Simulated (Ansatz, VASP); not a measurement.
KCl: VASP beside Ansatz

```
CELL_PARAMETERS angstrom
0.00000 3.16731 3.16731
3.16731 0.00000 3.16731
3.16731 3.16731 0.00000
ATOMIC_POSITIONS crystal
K 0.00000 0.00000 0.00000
Cl 0.50000 0.50000 0.50000
```

Alike in both runs: functional r2SCAN; k mesh 8 × 8 × 8; occupations fermi-dirac, width 0.02 eV; no spin polarisation.

Ansatz relaxed the structure, and its values are those at the end. VASP's run is a single point on that final structure, the one shown.

|  | VASP | Ansatz |
| --- | --- | --- |
| version | VASP 6.6.1 | Ansatz 0.2.0 |
| potentials or method | VASP PAW PBE potentials, release 64 (K_sv, Cl), cutoff 520 eV | PAW plane waves |
| valence electrons in the cell | 16 | 16 |

|  | VASP | Ansatz | Ansatz less VASP |
| --- | --- | --- | --- |
| gap on the k mesh at the Fermi level (eV) | 5.76 | 5.76 | -0.004 |
| pressure (GPa) | -0.4 | -0.4 | +0.03 |

VASP's potentials were made for PBE, not for r2SCAN. With one functional, cell and mesh, what is left measures potentials, basis and numerics. Ansatz's warnings: stress scf threshold loose.
